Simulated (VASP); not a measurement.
A run of VASP 6.6.1:

The input POSCAR:

```
Sb
1.0
    2.9072000000      0.0000000000      0.0000000000
    0.0000000000      2.9072000000      0.0000000000
    0.0000000000      0.0000000000      2.9072000000
Sb
1
Direct
    0.0000000000      0.0000000000      0.0000000000
```

INCAR.step1

```
ALGO = Normal ; EDIFF = 1E-4
ENCUT = 520 ; GGA = PE
ISMEAR = 0 ; LASPH = T
LCHARG = F ; LREAL = F
LWAVE = T ; NBANDS = 8
NELM = 80 ; PREC = Accurate
SIGMA = 0.15
```

The input INCAR.step2:

```
ALGO = Normal ; EDIFF = 1E-7
ENCUT = 520 ; ISIF = 2
ISMEAR = 0 ; ISTART = 1
LASPH = T ; LCHARG = F
LMIXTAU = T ; LREAL = F
LWAVE = F ; METAGGA = R2SCAN
NBANDS = 8 ; NELM = 80
PREC = Accurate ; SIGMA = 0.15
```

Contents of KPOINTS:

```
k-points
0
Gamma
  16 16 16
```

Potentials or basis: VASP PAW PBE potentials, release 64 (Sb).

Command:

```bash
$ cat potpaw_PBE.64/Sb/POTCAR > POTCAR
$ cp INCAR.step1 INCAR
$ mpirun -np 1 vasp_std > vasp.out
$ cp INCAR.step2 INCAR
$ mpirun -np 1 vasp_std > vasp.out
```

Hardware: 1 thread of Intel Xeon 8259CL (shared host).

Question: How long does it take, and how much memory?

Answer: It took 76 s on 1 thread of Intel Xeon 8259CL (shared host), peak memory 0.17 GiB. Counts: k points 165.
